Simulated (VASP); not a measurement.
# Fe (Pm-3m) in VASP: further runs, part 2 of 2

VASP 6.6.1. The steps go on from the part before.

### Step 4. Relaxation of cell and atoms, PBEsol, collinear spin, ferromagnetic start, target pressure 160 GPa, at which the enthalpy is minimised

INCAR

```
SYSTEM = Fe
PREC     = Accurate       ! precision mode
ENCUT    = 600            ! plane-wave cutoff, eV
EDIFF    = 1E-6           ! SCF threshold, eV
ISMEAR   = -1             ! smearing method
SIGMA    = 0.08           ! smearing width, eV
LREAL    = .False.        ! projectors in reciprocal space
LASPH    = .True.         ! aspherical terms in the spheres
NELM     = 150            ! most SCF steps
ALGO     = Normal         ! electronic algorithm
ISIF     = 3              ! what is computed and relaxed
LWAVE    = .False.        ! write WAVECAR
LCHARG   = .False.        ! write CHGCAR
ISPIN    = 2              ! spin polarisation
MAGMOM   = 2.5            ! initial moments
LORBIT   = 11             ! projections on sites
LMAXMIX  = 4              ! l up to which the mixer works
GGA      = PS             ! functional
IBRION   = 2              ! ionic algorithm
NSW      = 32             ! ionic steps
EDIFFG   = -0.005         ! ionic threshold
PSTRESS  = 1600.0
```

KPOINTS

```
regular mesh
0
Gamma
  19 19 19
  0 0 0
```

POSCAR

```
Fe
1.0
    2.0020749092      0.0000000000      0.0000000000
    0.0000000000      2.0020749092      0.0000000000
    0.0000000000      0.0000000000      2.0020749092
Fe
1
Direct
    0.0000000000      0.0000000000      0.0000000000
```

Potentials or basis: VASP PAW PBE potentials, release 64 (Fe).

Run with:

```bash
$ cat potpaw_PBE.64/Fe/POTCAR > POTCAR
$ mpirun -np 1 vasp_std > vasp.out
```

OUTCAR:

```text
SYSTEM = Fe
   PREC = Accurate
   ENCUT = 600
   EDIFF = 1E-6
   ISMEAR = -1
   LREAL = .False.
   LASPH = .True.
   NELM = 150
   ISIF = 3
   ISPIN = 2
   LORBIT = 11
   GGA = PS
   IBRION = 2
   NSW = 32
   EDIFFG = -0.005
   PSTRESS = 1600.0

 ion  position               nearest neighbor table
   1  0.000  0.000  0.000-

  LATTYP: Found a simple cubic cell.
 ALAT       =     2.0020749092

  Lattice vectors:

 A1 = (   2.0020749092,   0.0000000000,   0.0000000000)
 A2 = (   0.0000000000,   2.0020749092,   0.0000000000)
 A3 = (   0.0000000000,   0.0000000000,   2.0020749092)

Analysis of symmetry for initial positions (statically):
=====================================================================
 Subroutine PRICEL returns:
 Original cell was already a primitive cell.

 Routine SETGRP: Setting up the symmetry group for a
 simple cubic supercell.

 Subroutine GETGRP returns: Found 48 space group operations
 (whereof 48 operations were pure point group operations)
 out of a pool of 48 trial point group operations.

The static configuration has the point symmetry O_h .

Analysis of symmetry for dynamics (positions and initial velocities):
=====================================================================
 Subroutine PRICEL returns:
 Original cell was already a primitive cell.

 Routine SETGRP: Setting up the symmetry group for a
 simple cubic supercell.

 Subroutine GETGRP returns: Found 48 space group operations
 (whereof 48 operations were pure point group operations)
 out of a pool of 48 trial point group operations.

The dynamic configuration has the point symmetry O_h .

Analysis of structural, dynamic, and magnetic symmetry:
=====================================================================
 Subroutine PRICEL returns:
 Original cell was already a primitive cell.

 Routine SETGRP: Setting up the symmetry group for a
 simple cubic supercell.

 Subroutine GETGRP returns: Found 48 space group operations
 (whereof 48 operations were pure point group operations)
 out of a pool of 48 trial point group operations.

The overall configuration has the point symmetry O_h .

 Subroutine INISYM returns: Found 48 space group operations
 (whereof 48 operations are pure point group operations),
 and found     1 'primitive' translations

----------------------------------------------------------------------------------------

                                     Primitive cell

  volume of cell :       8.0249

  direct lattice vectors                    reciprocal lattice vectors
     2.002074909  0.000000000  0.000000000     0.499481810  0.000000000  0.000000000
     0.000000000  2.002074909  0.000000000     0.000000000  0.499481810  0.000000000
     0.000000000  0.000000000  2.002074909     0.000000000  0.000000000  0.499481810

  length of vectors
     2.002074909  2.002074909  2.002074909     0.499481810  0.499481810  0.499481810

  position of ions in fractional coordinates (direct lattice)
     0.000000000  0.000000000  0.000000000

  ion indices of the primitive-cell ions
   primitive index   ion index
                 1           1

[... 55 lines left out ...]
   total plane-waves  NPLWV =   4096
   dimension x,y,z NGX =    16 NGY =   16 NGZ =   16
   dimension x,y,z NGXF=    32 NGYF=   32 NGZF=   32
   ions per type =               1
   NGX,Y,Z   is equivalent  to a cutoff of  13.29, 13.29, 13.29 a.u.
   NGXF,Y,Z  is equivalent  to a cutoff of  26.57, 26.57, 26.57 a.u.
 SYSTEM =  Fe
   PREC   = accura    normal or accurate (medium, high low for compatibility)
   ISTART =      0    job   : 0-new  1-cont  2-samecut
   ICHARG =      2    charge: 1-file 2-atom 10-const
   ISPIN  =      2    spin polarized calculation?
   LNONCOLLINEAR =      F non collinear calculations
   LSORBIT =      F    spin-orbit coupling
   LASPH  =      T    aspherical Exc in radial PAW
   ENCUT  =  600.0 eV  44.10 Ry    6.64 a.u.   4.00  4.00  4.00*2*pi/ulx,y,z
   NELM   =    150;   NELMIN=  2; NELMDL= -5     # of ELM steps
   EDIFF  = 0.1E-05   stopping-criterion for ELM
   LREAL  =      F    real-space projection
   EDIFFG = -.5E-02   stopping-criterion for IOM
   NSW    =     32    number of steps for IOM
   IBRION =      2    ionic relax: 0-MD 1-quasi-New 2-CG
   NFREE  =      1    steps in history (QN), initial steepest desc. (CG)
   ISIF   =      3    stress and relaxation
   ISYM   =      2    0-nonsym 1-usesym 2-fastsym
   POTIM  = 0.5000    time-step for ionic-motion
   TEBEG  =    0.0;   TEEND  =   0.0 temperature during run
   PSTRESS= 1600.0 pullay stress
   NELECT =       8.0000    total number of electrons
   NUPDOWN=      -1.0000    fix difference up-down
   EMIN   =  10.00;   EMAX   =-10.00  energy-range for DOS
   EFERMI =   0.00;   METHOD = LEGACY
   ISMEAR =    -1;   SIGMA  =   0.08  broadening in eV -4-tet -1-fermi 0-gaus
   EFERMI_NEDOS =   21; number of points for ismear=-14 and -15
   IALGO  =     38    algorithm
   IMIX   =      4    mixing-type and parameters
     AMIX     =   0.40;   BMIX     =  1.00
     AMIX_MAG =   1.60;   BMIX_MAG =  1.00
  volume/ion in A,a.u.               =       8.02        54.15
  Fermi-wavevector in a.u.,A,eV,Ry     =   1.635402  3.090462 36.389318  2.674539
  Thomas-Fermi vector in A             =   2.726881
   LORBIT       =     11    0 simple, 1 ext, 2 COOP (PROOUT), +10 PAW based schemes
   GGA     = PS    functional components
   LHFCALC =     F    Hartree Fock is set to
   AEXX    =    0.0000 exact exchange contribution
   IVDW    =     0    specifies the selected vdW correction
   LEPSILON=     F    determine dielectric tensor
   LRPA    =     F    only Hartree local field effects (RPA)
 conjugate gradient relaxation of ions
 spin polarized calculation
  energy-cutoff  :      600.00
  volume of cell :        8.02
 maximum number of plane-waves:       285
 NGX is ok and might be reduce to    16
   NGX =  7   NGY =  7   NGZ =  7

--------------------------------------- Ionic step        1  -------------------------------------------

 number of electron       8.0000007 magnetization       0.0031241

 number of electron       8.0000007 magnetization      -0.0002255

 Free energy of the ion-electron system (eV)
  ---------------------------------------------------
  ext. energy  EPLUGINS =         0.00000000
  ---------------------------------------------------
  free energy    TOTEN  =        -6.75280519 eV

  energy without entropy =       -6.72547660  energy(sigma->0) =       -6.73914090

------------------------ aborting loop because EDIFF is reached ----------------------------------------

  FORCE on cell =-STRESS in cart. coord.  units (eV):
  Direction    XX          YY          ZZ          XY          YZ          ZX
  --------------------------------------------------------------------------------------
  -------------------------------------------------------------------------------------
  Total        7.8263651      7.8263651      7.8263651      0.0000000      0.0000000     -0.0000000
  in kB     1562.5348598   1562.5348598   1562.5348598      0.0000000      0.0000000     -0.0000000
  external PRESSURE =     -37.4651402 kB  Pullay stress =    1600.0000000 kB
[... 65 lines left out ...]
 number of electron       8.0000008 magnetization      -0.0000174

 number of electron       8.0000008 magnetization       0.0000376

 Free energy of the ion-electron system (eV)
  ---------------------------------------------------
  ext. energy  EPLUGINS =         0.00000000
  ---------------------------------------------------
  free energy    TOTEN  =        -6.71676055 eV

  energy without entropy =       -6.68962126  energy(sigma->0) =       -6.70319091

 E-fermi :  10.4563     XC(G=0): -15.2902

 val. band max:       10.4550699635   @ k =   0.4211   0.2105   0.2105
 cond. band min:      10.4735284110   @ k =   0.3158   0.3158   0.0526
 fundamental gap:      0.0184584475
 Fermi energy:        10.4562594466

 spin component 1

 k-point     1 :       0.0000    0.0000    0.0000
  band No.  band energies     occupation
      1      -0.2301      1.00000
      2       4.0695      1.00000
      3       4.0695      1.00000
      4      12.1098      0.00000
      5      12.1098      0.00000
      6      12.1098      0.00000
      7      36.4917      0.00000
      8      36.4917      0.00000
      9      36.4917      0.00000
[... 265 lines left out ...]
 k-point    24 :       0.3158    0.1053    0.0000
  band No.  band energies     occupation
      1       3.4797      1.00000
      2       5.1446      1.00000
      3       6.9476      1.00000
      4      10.0917      0.98961
      5      10.1400      0.98118
      6      11.9910      0.00000
      7      23.5539      0.00000
      8      36.0278      0.00000
      9      41.6606      0.00000

 [... further k-points ...]

 spin component 2

 k-point     1 :       0.0000    0.0000    0.0000
  band No.  band energies     occupation
      1      -0.2301      1.00000
      2       4.0695      1.00000
      3       4.0695      1.00000
      4      12.1098      0.00000
      5      12.1098      0.00000
      6      12.1098      0.00000
      7      36.4917      0.00000
      8      36.4917      0.00000
      9      36.4917      0.00000
[... 308 lines left out ...]
  energy  without entropy=       -6.6896212642  energy(sigma->0) =       -6.70319091

  enthalpy is  TOTEN    =         1.2607808391 eV   P V=        7.9775413880

 reached required accuracy - stopping structural energy minimisation

 total charge

# of ion       s       p       d       tot
------------------------------------------
    1        0.704   0.815   6.998   8.517

 magnetization (x)

# of ion       s       p       d       tot
------------------------------------------
    1       -0.000  -0.000  -0.000  -0.000
```

Wall time 71 s (1 thread of Intel Xeon 8259CL, shared host); peak memory 0.16 GiB.

What came out:

| Item | Value |
| --- | --- |
| Free energy | -6.7168 eV |
| Relaxed volume | 7.99 Å³/atom |
| Relaxed cell | a = 1.999 Å, b = 1.999 Å, c = 1.999 Å, α = 90.00°, β = 90.00°, γ = 90.00° |
| Space group after relaxing (to 0.1 Å) | Pm-3m (No. 221) |
| Energy change on relaxing (the run minimises the enthalpy) | +36.0 meV/atom |
| Ionic steps | 3 |
| Pressure after relaxing | 160.0 GPa |
| Band gap on the k mesh | zero (filled and empty bands overlap) |
| Net moment | 0.00 μB per cell |

The path:
```csv
step,energy change (eV),largest force (eV/Å),pressure (GPa),volume (Å³)
1,0.0000,0.0000,156.25,8.02
2,0.2259,0.0000,179.31,7.81
3,0.0360,0.0000,159.98,7.99
```

Final structure:
```
Fe
1.0
     1.99903    0.00000    0.00000
     0.00000    1.99903    0.00000
     0.00000    0.00000    1.99903
Fe
1
Cartesian
  0.0000 0.0000 0.0000
```

Caveat: the cell is relaxed towards a set pressure, so the run minimises the enthalpy, not the energy; the PAW data sets were made with another functional, which shifts forces and pressure a little.

### Step 5. Relaxation of cell and atoms, PBEsol, collinear spin, ferromagnetic start, target pressure 160 GPa, at which the enthalpy is minimised

This run uses another cell than the first one, of 8.06 Å³/atom.

INCAR

```
SYSTEM = Fe
  PREC = Accurate
  ENCUT = 600
  EDIFF = 1E-7
  ISMEAR = -1
  SIGMA = 0.08
  LREAL = .FALSE.
  LASPH = .TRUE.
  NELM = 150
  ALGO = Normal
  ISIF = 3
  LWAVE = .FALSE.
  LCHARG = .FALSE.
  ISPIN = 2
  MAGMOM = 2.5
  LORBIT = 11
  LMAXMIX = 4
  GGA = PS
  IBRION = 2
  NSW = 60
  EDIFFG = -0.005
  PSTRESS = 1600.0
```

KPOINTS

```
regular mesh
0
G
  19 19 19
  0 0 0
```

POSCAR

```
Fe
1.0
    2.0051572388      0.0000000000      0.0000000000
    0.0000000000      2.0051572388      0.0000000000
    0.0000000000      0.0000000000      2.0051572388
Fe
1
Direct
    0.0000000000      0.0000000000      0.0000000000
```

Potentials or basis: VASP PAW PBE potentials, release 64 (Fe).

Run with:

```bash
$ cat potpaw_PBE.64/Fe/POTCAR > POTCAR
$ mpirun -np 1 vasp_std > vasp.out
```

OUTCAR:

```text
SYSTEM = Fe
   PREC = Accurate
   ENCUT = 600
   EDIFF = 1E-7
   ISMEAR = -1
   LREAL = .FALSE.
   LASPH = .TRUE.
   NELM = 150
   ISIF = 3
   ISPIN = 2
   LORBIT = 11
   GGA = PS
   IBRION = 2
   NSW = 60
   EDIFFG = -0.005
   PSTRESS = 1600.0

 ion  position               nearest neighbor table
   1  0.000  0.000  0.000-

  LATTYP: Found a simple cubic cell.
 ALAT       =     2.0051572388

  Lattice vectors:

 A1 = (   2.0051572388,   0.0000000000,   0.0000000000)
 A2 = (   0.0000000000,   2.0051572388,   0.0000000000)
 A3 = (   0.0000000000,   0.0000000000,   2.0051572388)

Analysis of symmetry for initial positions (statically):
=====================================================================
 Subroutine PRICEL returns:
 Original cell was already a primitive cell.

 Routine SETGRP: Setting up the symmetry group for a
 simple cubic supercell.

 Subroutine GETGRP returns: Found 48 space group operations
 (whereof 48 operations were pure point group operations)
 out of a pool of 48 trial point group operations.

The static configuration has the point symmetry O_h .

Analysis of symmetry for dynamics (positions and initial velocities):
=====================================================================
 Subroutine PRICEL returns:
 Original cell was already a primitive cell.

 Routine SETGRP: Setting up the symmetry group for a
 simple cubic supercell.

 Subroutine GETGRP returns: Found 48 space group operations
[... 174 lines left out ...]
  in kB     1525.5266771   1525.5266771   1525.5266771      0.0000000      0.0000000     -0.0000000
  external PRESSURE =     -74.4733229 kB  Pullay stress =    1600.0000000 kB
[... 104 lines left out ...]
 number of electron       8.0000008 magnetization      -0.0000053

 number of electron       8.0000008 magnetization       0.0000040

 Free energy of the ion-electron system (eV)
  ---------------------------------------------------
  ext. energy  EPLUGINS =         0.00000000
  ---------------------------------------------------
  free energy    TOTEN  =        -6.71658787 eV

  energy without entropy =       -6.68944807  energy(sigma->0) =       -6.70301797

 E-fermi :  10.4561     XC(G=0): -15.2906

 val. band max:       10.4548864795   @ k =   0.4211   0.2105   0.2105
 cond. band min:      10.4733431831   @ k =   0.3158   0.3158   0.0526
 fundamental gap:      0.0184567036
 Fermi energy:        10.4560940172

 spin component 1

 k-point     1 :       0.0000    0.0000    0.0000
  band No.  band energies     occupation
      1      -0.2302      1.00000
      2       4.0693      1.00000
      3       4.0693      1.00000
      4      12.1096      0.00000
      5      12.1096      0.00000
      6      12.1096      0.00000
      7      36.4923      0.00000
      8      36.4923      0.00000
      9      36.4923      0.00000
[... 265 lines left out ...]
 k-point    24 :       0.3158    0.1053    0.0000
  band No.  band energies     occupation
      1       3.4797      1.00000
      2       5.1444      1.00000
      3       6.9474      1.00000
      4      10.0916      0.98961
      5      10.1398      0.98117
      6      11.9908      0.00000
      7      23.5541      0.00000
      8      36.0283      0.00000
      9      41.6613      0.00000

 [... further k-points ...]

 spin component 2

 k-point     1 :       0.0000    0.0000    0.0000
  band No.  band energies     occupation
      1      -0.2302      1.00000
      2       4.0693      1.00000
      3       4.0693      1.00000
      4      12.1096      0.00000
      5      12.1096      0.00000
      6      12.1096      0.00000
      7      36.4923      0.00000
      8      36.4923      0.00000
      9      36.4923      0.00000
[... 308 lines left out ...]
  energy  without entropy=       -6.6894480747  energy(sigma->0) =       -6.70301797

  enthalpy is  TOTEN    =         1.2607410746 eV   P V=        7.9773289467

 reached required accuracy - stopping structural energy minimisation

 total charge

# of ion       s       p       d       tot
------------------------------------------
    1        0.704   0.815   6.999   8.517

 magnetization (x)

# of ion       s       p       d       tot
------------------------------------------
    1        0.000   0.000  -0.000  -0.000
```

OSZICAR:

```text
N       E                     dE             d eps       ncg     rms          rms(c)
DAV:   1     0.206831705763E+02    0.20683E+02   -0.46939E+03  8208   0.134E+03
DAV:   2    -0.653134219042E+01   -0.27215E+02   -0.25872E+02  8079   0.148E+02
DAV:   3    -0.687144975226E+01   -0.34011E+00   -0.33902E+00  8732   0.222E+01
[... 29 lines left out ...]
   3 F= 0.12607419E+01 E0= 0.12743154E+01  d E =-.173309E-02  mag=     0.0000
       N       E                     dE             d eps       ncg     rms          rms(c)
DAV:   1    -0.671658925450E+01    0.14444E-02   -0.48092E-05  8291   0.138E-01    0.157E-02
DAV:   2    -0.671658792731E+01    0.13272E-05   -0.80079E-06  8436   0.489E-02    0.221E-03
DAV:   3    -0.671658787219E+01    0.55122E-07   -0.50234E-08  4228   0.421E-03
   4 F= 0.12607411E+01 E0= 0.12743110E+01  d E =-.173395E-02  mag=    -0.0000
```

Run time: 71 s. Hardware: 1 thread of Intel Xeon 8259CL, shared host; peak memory 0.15 GiB.

What came out:

```yaml
Free_energy: -6.7166 eV
Relaxed_volume: 7.99 Å³/atom
Relaxed_cell: a = 1.999 Å, b = 1.999 Å, c = 1.999 Å, α = 90.00°, β = 90.00°, γ = 90.00°
Space_group_after_relaxing_to_0.1_Å: Pm-3m (No. 221)
Energy_change_on_relaxing_the_run_minimises_the_enthalpy: +72.0 meV/atom
Ionic_steps: 4
Pressure_after_relaxing: 160.0 GPa
Band_gap_on_the_k_mesh: zero (filled and empty bands overlap)
Net_moment: 0.00 μB per cell
```

Step by step:
| step | energy change (eV) | largest force (eV/Å) | pressure (GPa) | volume (Å³) |
| --- | --- | --- | --- | --- |
| 1 | 0.0000 | 0.0000 | 152.55 | 8.06 |
| 2 | 0.4702 | 0.0000 | 200.22 | 7.63 |
| 3 | 0.0706 | 0.0000 | 159.85 | 7.99 |
| 4 | 0.0720 | 0.0000 | 160.05 | 7.99 |

Final structure:
```
CELL_PARAMETERS angstrom
1.99901 0.00000 0.00000
0.00000 1.99901 0.00000
0.00000 0.00000 1.99901
ATOMIC_POSITIONS crystal
Fe 0.00000 0.00000 0.00000
```

Levels at points of the mesh, in eV from the Fermi level:
Spin up:
| k point | band 1 | band 2 | band 3 | band 4 | band 5 | band 6 | band 7 | band 8 | band 9 |
| --- | --- | --- | --- | --- | --- | --- | --- | --- | --- |
| (0.00, 0.00, 0.00) | -10.69 | -6.39 | -6.39 | 1.65 | 1.65 | 1.65 | 26.04 | 26.04 | 26.04 |
Spin down:
| k point | band 1 | band 2 | band 3 | band 4 | band 5 | band 6 | band 7 | band 8 | band 9 |
| --- | --- | --- | --- | --- | --- | --- | --- | --- | --- |
| (0.00, 0.00, 0.00) | -10.69 | -6.39 | -6.39 | 1.65 | 1.65 | 1.65 | 26.04 | 26.04 | 26.04 |

Caveat: the cell is relaxed towards a set pressure, so the run minimises the enthalpy, not the energy; the PAW data sets were made with another functional, which shifts forces and pressure a little.
